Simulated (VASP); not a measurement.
# MgS (Fm-3m) in VASP: G0W0 quasiparticle levels with PBE

Aim: the G0W0 quasiparticle levels of MgS with PBE.

Program: VASP 6.6.1. These are calculated values, not measurements. Logs are shortened: lines on timing, memory, paths and dates and some standing lists are left out, and cuts for length are marked.

## 1. The cell of the first run

Symmetry: Fm-3m, No. 225, cubic system. Conventional cell: a = 5.203 Å, b = 5.203 Å, c = 5.203 Å, α = 90.00°, β = 90.00°, γ = 90.00°. Within 3.4 Å of Mg (site symmetry m-3m) lie 6 S at 2.60 Å. S (site symmetry m-3m) has 6 Mg at 2.60 Å within 3.4 Å.

## 2. G0W0 quasiparticle levels, PBE

POSCAR reads:

```
MgS
1.0
    0.0000000000      2.6015177410      2.6015177410
    2.6015177410      0.0000000000      2.6015177410
    2.6015177410      2.6015177410      0.0000000000
Mg S
1 1
Direct
    0.0000000000      0.0000000000      0.0000000000
    0.5000000000      0.5000000000      0.5000000000
```

INCAR.step1 reads:

```
ALGO = Normal
EDIFF = 1E-8
ENCUT = 500
GGA = PE
ISMEAR = 0
LASPH = T
LCHARG = F
LREAL = F
LWAVE = T
NELM = 80
PREC = Accurate
SIGMA = 0.01
```

INCAR.step2 reads:

```
ALGO = Exact
EDIFF = 1E-8
ENCUT = 500
GGA = PE
ISMEAR = 0
ISTART = 1
LASPH = T
LCHARG = F
LOPTICS = T
LREAL = F
LWAVE = T
NBANDS = 83
NELM = 1
PREC = Accurate
SIGMA = 0.01
```

INCAR.step3 reads:

```
ALGO = EVGW0
EDIFF = 1E-8
ENCUT = 500
ENCUTGW = 100.0
GGA = PE
ISMEAR = 0
ISTART = 1
LASPH = T
LCHARG = F
LREAL = F
LWAVE = F
NBANDS = 83
NBANDSGW = 12
NELMGW = 1
NOMEGA = 48
PREC = Accurate
PRECFOCK = Fast
SIGMA = 0.01
```

KPOINTS reads:

```
k-points
0
Gamma
  6 6 6
```

Potentials or basis: VASP PAW PBE potentials, release 64 (Mg_GW, S_GW).

On the command line:

```console
cat potpaw_PBE.64/Mg_GW/POTCAR potpaw_PBE.64/S_GW/POTCAR > POTCAR
cp INCAR.step1 INCAR
mpirun -np 1 vasp_std > vasp.out
cp INCAR.step2 INCAR
mpirun -np 1 vasp_std > vasp.out
cp INCAR.step3 INCAR
mpirun -np 1 vasp_std > vasp.out
```

OUTCAR:

```text
EDIFF = 1E-8
   ENCUT = 500
   ENCUTGW = 100.0
   GGA = PE
   ISMEAR = 0
   ISTART = 1
   LASPH = T
   LREAL = F
   NELMGW = 1
   PREC = Accurate
   PRECFOCK = Fast

 ion  position               nearest neighbor table
   1  0.000  0.000  0.000-
   2  0.500  0.500  0.500-

  LATTYP: Found a face centered cubic cell.
 ALAT       =     5.2030354820

  Lattice vectors:

 A1 = (   0.0000000000,   2.6015177410,   2.6015177410)
 A2 = (   2.6015177410,   0.0000000000,   2.6015177410)
 A3 = (   2.6015177410,   2.6015177410,   0.0000000000)

Analysis of symmetry for initial positions (statically):
=====================================================================
 Subroutine PRICEL returns:
 Original cell was already a primitive cell.

 Routine SETGRP: Setting up the symmetry group for a
 face centered cubic supercell.

 Subroutine GETGRP returns: Found 48 space group operations
 (whereof 48 operations were pure point group operations)
 out of a pool of 48 trial point group operations.

The static configuration has the point symmetry O_h .

Analysis of symmetry for dynamics (positions and initial velocities):
=====================================================================
 Subroutine PRICEL returns:
 Original cell was already a primitive cell.

 Routine SETGRP: Setting up the symmetry group for a
 face centered cubic supercell.

 Subroutine GETGRP returns: Found 48 space group operations
 (whereof 48 operations were pure point group operations)
 out of a pool of 48 trial point group operations.

The dynamic configuration has the point symmetry O_h .

 Subroutine INISYM returns: Found 48 space group operations
 (whereof 48 operations are pure point group operations),
 and found     1 'primitive' translations

----------------------------------------------------------------------------------------

                                     Primitive cell

  volume of cell :      35.2136

  direct lattice vectors                    reciprocal lattice vectors
     0.000000000  2.601517741  2.601517741    -0.192195499  0.192195499  0.192195499
     2.601517741  0.000000000  2.601517741     0.192195499 -0.192195499  0.192195499
     2.601517741  2.601517741  0.000000000     0.192195499  0.192195499 -0.192195499

  length of vectors
     3.679101672  3.679101672  3.679101672     0.332892369  0.332892369  0.332892369

  position of ions in fractional coordinates (direct lattice)
     0.000000000  0.000000000  0.000000000
     0.500000000  0.500000000  0.500000000

  ion indices of the primitive-cell ions
   primitive index   ion index
                 1           1
                 2           2

----------------------------------------------------------------------------------------

 KPOINTS: k-points

Automatic generation of k-mesh.
 Grid dimensions read from file:
 generate k-points for:    6    6    6

 Generating k-lattice:

  Cartesian coordinates                     Fractional coordinates (reciprocal lattice)
    -0.032032583  0.032032583  0.032032583     0.166666667  0.000000000  0.000000000
     0.032032583 -0.032032583  0.032032583     0.000000000  0.166666667  0.000000000
     0.032032583  0.032032583 -0.032032583     0.000000000  0.000000000  0.166666667

  Length of vectors
     0.055482061  0.055482061  0.055482061

  Shift w.r.t. Gamma in fractional coordinates (k-lattice)
     0.000000000  0.000000000  0.000000000

 Subroutine IBZKPT returns following result:
 ===========================================

 Found     16 irreducible k-points:

 Following reciprocal coordinates:
            Coordinates               Weight
  0.000000  0.000000  0.000000      1.000000
  0.166667  0.000000  0.000000      8.000000
  0.333333  0.000000  0.000000      8.000000
  0.500000  0.000000  0.000000      4.000000
  0.166667  0.166667  0.000000      6.000000
  0.333333  0.166667  0.000000     24.000000
[... 8 lines left out ...]
 -0.333333  0.333333  0.166667     24.000000
 -0.333333  0.500000  0.166667     12.000000
   k-points           NKPTS =     16   k-points in BZ     NKDIM =    216   number of bands    NBANDS=     83
   number of dos      NEDOS =    301   number of ions     NIONS =      2
   total plane-waves  NPLWV =  21952
   dimension x,y,z NGX =    28 NGY =   28 NGZ =   28
   dimension x,y,z NGXF=    56 NGYF=   56 NGZF=   56
   ions per type =               1   1
   NGX,Y,Z   is equivalent  to a cutoff of  12.65, 12.65, 12.65 a.u.
   NGXF,Y,Z  is equivalent  to a cutoff of  25.30, 25.30, 25.30 a.u.
 SYSTEM =  unknown system
   PREC   = accura    normal or accurate (medium, high low for compatibility)
   ISTART =      1    job   : 0-new  1-cont  2-samecut
   ICHARG =      0    charge: 1-file 2-atom 10-const
   ISPIN  =      1    spin polarized calculation?
   LNONCOLLINEAR =      F non collinear calculations
   LSORBIT =      F    spin-orbit coupling
   LASPH  =      T    aspherical Exc in radial PAW
   ENCUT  =  500.0 eV  36.75 Ry    6.06 a.u.   6.71  6.71  6.71*2*pi/ulx,y,z
   NELM   =     60;   NELMIN=  2; NELMDL=  0     # of ELM steps
   EDIFF  = 0.1E-07   stopping-criterion for ELM
   LREAL  =      F    real-space projection
   EDIFFG = 0.1E-06   stopping-criterion for IOM
   NSW    =      0    number of steps for IOM
   IBRION =     -1    ionic relax: 0-MD 1-quasi-New 2-CG
   NFREE  =      0    steps in history (QN), initial steepest desc. (CG)
   ISIF   =      0    stress and relaxation
   ISYM   =      3    0-nonsym 1-usesym 2-fastsym
   POTIM  = 0.5000    time-step for ionic-motion
   TEBEG  =    0.0;   TEEND  =   0.0 temperature during run
   PSTRESS=    0.0 pullay stress
   NELECT =       8.0000    total number of electrons
   NUPDOWN=      -1.0000    fix difference up-down
   EMIN   =  10.00;   EMAX   =-10.00  energy-range for DOS
   EFERMI =   0.00;   METHOD = LEGACY
   ISMEAR =     0;   SIGMA  =   0.01  broadening in eV -4-tet -1-fermi 0-gaus
   EFERMI_NEDOS =   21; number of points for ismear=-14 and -15
   IALGO  =     38    algorithm
   IMIX   =      4    mixing-type and parameters
     AMIX     =   0.40;   BMIX     =  1.00
     AMIX_MAG =   1.60;   BMIX_MAG =  1.00
  volume/ion in A,a.u.               =      17.61       118.82
  Fermi-wavevector in a.u.,A,eV,Ry     =   0.998929  1.887702 13.576703  0.997860
  Thomas-Fermi vector in A             =   2.131185
   LORBIT       =      0    0 simple, 1 ext, 2 COOP (PROOUT), +10 PAW based schemes
   GGA     = PE    functional components
   LHFCALC =     T    Hartree Fock is set to
   PRECFOCK=fast      Normal, Fast or Accurate (Low or Medium for compatibility)
   ENCUT4O =  -1.0   cutoff for four orbital integrals eV
   NKREDX  =     1    reduce k-point grid by
   NKREDY  =     1    reduce k-point grid by
   NKREDZ  =     1    reduce k-point grid by
   AEXX    =    1.0000 exact exchange contribution
   HFSCREEN=    0.0000 screening length (either q_TF or 0.3 A-1)
   HFSCREENC=   0.0000 screening length for correlation (either q_TF or 0.3 A-1)
   ENCUTFOCK=  -1.0 apply spherical cutoff to Coloumb kernel
   IVDW    =     0    specifies the selected vdW correction
   LEPSILON=     F    determine dielectric tensor
   LRPA    =     F    only Hartree local field effects (RPA)
   LRPAFORCE           =     F    calculate RPA forces
   ENCUTGW             = 100.0    cutoff for response function in eV
   ENCUTGWSOFT         =  80.0    soft cutoff for Coulomb kernel in GW response function in eV
   ENCUTLF             =  -1.0    cutoff for local field effects
   NELMGW              =     1    number of iterations in solving QP/BSE equation
   NELMHF              =     1    number of iterations in the inner HF iteration
   NKREDLFX            =     1    NKREDLFY  =   1   NKREDLFZ  =   1
 non-spin polarized calculation
 Gauss-broadening in eV      SIGMA  =   0.01
  energy-cutoff  :      500.00
  volume of cell :       35.21
 maximum number of plane-waves:       911
  NGX = 16; NGY = 16; NGZ = 16
   NGX = 13   NGY = 13   NGZ = 13
 maximum number of plane-waves:        84
 NGX is ok and might be reduce to    14

 QP shifts <psi_nk| G(iteration)W_0 |psi_nk>: iteration 1
 for sc-GW calculations column KS-energies equals QP-energies in previous step
 and V_xc(KS)=  KS-energies - (<T + V_ion + V_H > + <T+V_H+V_ion>^1  + <V_x>^1)

 k-point   1 :       0.0000    0.0000    0.0000
  band No.  KS-energies  QP-energies   sigma(KS)   V_xc(KS)     V^pw_x(r,r')   Z            occupation Imag(sigma)

      1      -8.9282      -9.6080     -13.5721     -12.5972     -20.8565       0.6974       2.0000       1.4927
      2       3.7431       2.9835     -14.2852     -13.2978     -16.1595       0.7694       2.0000       0.0711
      3       3.7431       2.9835     -14.2852     -13.2978     -16.1595       0.7694       2.0000       0.0711
      4       3.7431       2.9835     -14.2852     -13.2978     -16.1595       0.7694       2.0000       0.0711
      5       7.4507       8.1168      -9.1789     -10.0111      -5.5077       0.8005       0.0000      -0.0684
      6      11.6609      12.3217      -8.5267      -9.3628      -4.2766       0.7903       0.0000      -0.0972
      7      11.6609      12.3217      -8.5267      -9.3628      -4.2766       0.7903       0.0000      -0.0972
      8      11.6609      12.3217      -8.5267      -9.3628      -4.2766       0.7903       0.0000      -0.0972
      9      14.0089      14.8805      -9.3328     -10.4743      -4.5972       0.7636       0.0000      -0.1611
     10      14.0089      14.8805      -9.3328     -10.4743      -4.5972       0.7636       0.0000      -0.1611
     11      16.2930      16.3296      -7.2284      -7.2772      -1.8375       0.7517       0.0000      -0.3185
     12      16.9243      17.4567      -7.7469      -8.4562      -2.0560       0.7506       0.0000      -0.4381

 k-point   2 :       0.1667    0.0000    0.0000
  band No.  KS-energies  QP-energies   sigma(KS)   V_xc(KS)     V^pw_x(r,r')   Z            occupation Imag(sigma)

      1      -8.6645      -9.3126     -13.6557     -12.7301     -20.8943       0.7002       2.0000       1.4389
      2       2.1139       1.2659     -13.2731     -12.1569     -15.4362       0.7597       2.0000       0.0846
      3       3.5743       2.7960     -14.1930     -13.1817     -16.1031       0.7697       2.0000       0.0722
      4       3.5743       2.7960     -14.1930     -13.1817     -16.1031       0.7697       2.0000       0.0722
      5       8.5479       9.2089      -9.3446     -10.1777      -5.5467       0.7934       0.0000      -0.0743
      6      11.3770      12.0288      -8.9691      -9.8012      -4.7001       0.7833       0.0000      -0.1004
      7      11.9188      12.6182      -8.6383      -9.5304      -4.2984       0.7840       0.0000      -0.1056
      8      11.9188      12.6182      -8.6383      -9.5304      -4.2984       0.7840       0.0000      -0.1056
      9      13.3326      14.1000      -8.8133      -9.8124      -4.1216       0.7681       0.0000      -0.1505
     10      13.3326      14.1000      -8.8133      -9.8124      -4.1216       0.7681       0.0000      -0.1505
     11      16.1605      16.6000      -7.5751      -8.1591      -2.0161       0.7527       0.0000      -0.3932
     12      18.6890      18.8784      -7.7327      -7.9784      -2.0627       0.7710       0.0000      -0.5464
[... 196 lines left out ...]
      1      -7.3194      -7.8112     -14.3983     -13.6969     -21.3730       0.7012       2.0000       1.1438
      2      -0.1812      -1.1978     -12.3031     -10.9132     -15.2290       0.7314       2.0000       0.1360
      3       1.0310       0.0439     -12.8230     -11.5060     -15.3617       0.7495       2.0000       0.1026
      4       2.1580       1.2750     -13.2354     -12.0734     -15.4115       0.7599       2.0000       0.0834
      5       9.0541       9.7973      -8.9501      -9.8914      -5.1259       0.7896       0.0000      -0.0795
      6      10.4450      11.0806      -8.8098      -9.6188      -4.6481       0.7855       0.0000      -0.0929
      7      12.4024      13.1116      -9.5333     -10.4581      -4.9653       0.7669       0.0000      -0.1254
      8      12.6274      13.3947      -9.1891     -10.1945      -4.5320       0.7632       0.0000      -0.1373
      9      15.9268      16.5313      -8.7105      -9.5085      -3.3680       0.7577       0.0000      -0.3099
     10      17.5956      18.2544      -8.8978      -9.7767      -3.0761       0.7495       0.0000      -0.4962
     11      19.2396      20.1153     -10.0854     -11.2488      -4.1835       0.7527       0.0000      -0.5464
     12      20.6609      21.1112      -8.1269      -8.7118      -2.1871       0.7699       0.0000      -0.7446

 k-point  16 :      -0.3333    0.5000    0.1667
  band No.  KS-energies  QP-energies   sigma(KS)   V_xc(KS)     V^pw_x(r,r')   Z            occupation Imag(sigma)

      1      -7.2169      -7.6923     -14.4628     -13.7829     -21.4171       0.6991       2.0000       1.1202
      2      -0.0083      -1.0561     -12.4838     -11.0560     -15.3883       0.7338       2.0000       0.1302
      3       1.1637       0.1803     -12.8747     -11.5643     -15.3665       0.7505       2.0000       0.0994
      4       1.5297       0.6298     -12.7991     -11.6095     -15.0965       0.7564       2.0000       0.0912
      5       8.1418       8.8619      -8.9410      -9.8473      -5.3187       0.7944       0.0000      -0.0712
      6       9.9502      10.5046      -8.7465      -9.4449      -4.7661       0.7938       0.0000      -0.0843
      7      12.8616      13.6293      -8.8532      -9.8600      -4.0747       0.7625       0.0000      -0.1544
      8      13.5119      14.2192      -9.7295     -10.6640      -4.8781       0.7569       0.0000      -0.1577
      9      17.5151      18.1426      -9.0386      -9.8830      -3.1643       0.7431       0.0000      -0.4920
     10      18.7096      19.3573      -9.2050     -10.0683      -3.2525       0.7502       0.0000      -0.5677
     11      19.0882      19.8774      -9.6225     -10.6662      -3.7272       0.7561       0.0000      -0.5889
     12      19.3963      20.3772     -10.6731     -11.9875      -4.7139       0.7463       0.0000      -0.5150
```

Wall time 2.6 min (1 thread of Intel Xeon 6975P-C (Granite Rapids), shared host); peak memory 0.49 GiB.

Results:

- Quasiparticle gap: 4.18 eV
- Least direct quasiparticle gap: 5.13 eV
- Band gap of the starting levels on the mesh: 2.77 eV
- Least direct gap of the starting levels on the mesh: 3.71 eV

Caveat: bands, screening cutoff and mesh are small and nothing is extrapolated, so the quasiparticle values aren't converged.
